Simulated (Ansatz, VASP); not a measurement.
One calculation of ZnS, two programs

```xyz
2
Lattice="-0.0541 2.6776 2.6776 2.6776 -0.0541 2.6776 2.6776 2.6776 -0.0541" Properties=species:S:1:pos:R:3 pbc="T T T"
Zn    0.0000    0.0000    0.0000
S     3.9758    3.9758    3.9758
```

Change from the starting cell: equal xy, yz and zx shear strains of -2 %.

Alike in both runs: task single point; functional PBEsol; k mesh 9 × 9 × 9; occupations fermi-dirac, width 0.01 eV; no spin polarisation.

```csv
,VASP,Ansatz
version,VASP 6.6.1,Ansatz 0.2.0
potentials or method,"VASP PAW PBE potentials, release 64 (Zn, S), cutoff 520 eV","all-electron LAPW, scalar-relativistic"
```

```csv
,VASP,Ansatz,Ansatz less VASP
gap on the k mesh at the Fermi level (eV),1.89,1.89,-0.001
pressure (GPa),-1.9,-2.0,-0.18
"traceless stress, the component that is largest in VASP (GPa)",1.39,1.38,-0.011
rms of the force components (eV/Å),0.117,0.116,-0.0016
```

VASP's potentials were made for PBE, not for PBEsol. Atom by atom the forces differ by 0.002 eV/Å (rms over components). Ansatz ran all-electron here, and VASP with PAW potentials.
